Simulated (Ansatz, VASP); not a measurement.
## InSbO2: VASP beside Ansatz

The input INCAR:

```
SYSTEM = InSbO2
PREC = Accurate
ENCUT = 600
EDIFF = 1E-6
ISMEAR = 0
SIGMA = 0.1
LREAL = .False.
LASPH = .True.
NELM = 60
ALGO = Normal
ISIF = 3
LWAVE = .False.
LCHARG = .False.
GGA = PE
IBRION = 2
NSW = 100
EDIFFG = -0.01
```

Contents of KPOINTS:

```
regular mesh
0
Gamma
  18 18 6
  0 0 0
```

POSCAR

```
InSbO2
1.0
    3.4508621453      0.0000000000      0.0000000000
   -1.7254310727      2.9885342828      0.0000000000
    0.0000000000      0.0000000000      8.0370932800
In Sb O
1 1 2
Direct
    0.0000000000      0.0000000000      0.0000000000
    0.0000000000      0.0000000000      0.5000000000
    0.0000000000      0.0000000000      0.2499354225
    0.0000000000      0.0000000000      0.7500645775
```

Input for Ansatz:

```yaml
crystal:
  lattice:
    - [3.4508621453, 0.0, 0.0]
    - [-1.7254310727, 2.9885342828, 0.0]
    - [0.0, 0.0, 8.03709328]
  atoms:
    - { symbol: In, position: [0.0, 0.0, 0.0] }
    - { symbol: Sb, position: [0.0, 0.0, 0.5] }
    - { symbol: O, position: [0.0, 0.0, 0.2499354225] }
    - { symbol: O, position: [0.0, 0.0, 0.7500645775] }
basis:
  ecutwfc: 420
kpoints:
  mp_grid: { grid: [18, 18, 6] }
hamiltonian:
  xc: pbe
scf:
  occupations: { method: gaussian, width: 0.1 }
output:
  forces: true
  stress: true
  eigenvalues: true
relax:
  adjacent_minimum: "off"
  f_tol: 0.01
  max_steps: 80
  cell: { stress_tol: 0.05 }
```

Alike in both runs: task relaxation of cell and atoms; functional PBE; k mesh 18 × 18 × 6; occupations gaussian, width 0.1 eV; no spin polarisation.

```csv
,VASP,Ansatz
version,VASP 6.6.1,Ansatz 0.2.0
potentials or method,"VASP PAW PBE potentials, release 64 (In_d, Sb, O), cutoff 600 eV","scalar-relativistic, plane waves, PAW"
valence electrons in the cell,30,40
```

|  | VASP | Ansatz | Ansatz less VASP |
| --- | --- | --- | --- |
| gap on the k mesh at the Fermi level, each at its own relaxed structure (eV) | none | none | - |
| relaxed volume (Å³/atom) | 20.56 | 20.65 | +0.090 |
| relaxed length of the cell vector where the two differ most in proportion (Å) | 3.434 | 3.443 | +0.0089 |

A gap of «none» marks a metal or a gap that the smearing closes. VASP's potentials hold 30 valence electrons a cell and Ansatz's 40, so a difference there can come from the potentials and not from the codes.

Spin-orbit coupling is off throughout.
